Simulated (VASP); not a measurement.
LiF: single point with PBEsol

The system is LiF.

```
CELL_PARAMETERS angstrom
0.00735 2.00711 2.03732
2.02242 -0.00796 2.05263
2.01446 2.01446 0.00000
ATOMIC_POSITIONS crystal
Li 0.00000 0.00000 0.02107
F 0.50000 0.50000 0.47893
```

This cell differs from its parent crystal: strained and its atoms moved.

| Quantity | Value |
| --- | --- |
| Program | VASP 6.6.1 |
| Task | single point |
| Functional | PBEsol |
| Potentials or basis | VASP PAW PBE potentials, release 64 (Li_sv, F) |
| Cutoff | 520 eV |
| k mesh | 10 × 10 × 10 |
| Occupations | gaussian, width 0.02 eV |
| Spin | no spin polarisation |

- Largest force: 0.209 eV/Å
- Band gap on the k mesh: 8.72 eV

Forces in eV/Å, atoms in the order of the input:
```
Li  -0.148 -0.148  0.000
F    0.148  0.148  0.000
```

Levels at points of the mesh, in eV from the valence-band top:
```
           k point  band 2  band 3  band 4  band 5  band 6  band 7  band 8  band 9
(0.00, 0.00, 0.00)  -19.86   -0.08   -0.04    0.00    8.72   22.90   23.04   23.74
(0.50, 0.00, 0.00)  -19.42   -2.54   -0.32   -0.27   10.45   16.29   18.39   18.89
(0.00, 0.50, 0.00)  -19.45   -2.55   -0.26   -0.24   10.51   16.14   18.65   19.00
(0.50, 0.50, 0.00)  -19.18   -3.03   -1.02   -0.97   14.28   16.05   16.86   20.06
(0.00, 0.00, 0.50)  -19.43   -2.55   -0.29   -0.26   10.49   16.27   18.52   18.78
(0.50, 0.00, 0.50)  -19.17   -3.01   -1.10   -0.98   14.47   15.95   17.04   19.77
```

It took 22 s on 1 thread of Intel(R) Xeon(R) Platinum 8375C CPU @ 2.90GHz (Ice Lake) (shared host), peak memory 0.17 GiB.

Caveat: the cell differs from its parent crystal (strained and its atoms moved); the PAW data sets were made with another functional, which shifts forces and pressure a little. A k mesh can miss the band edges.
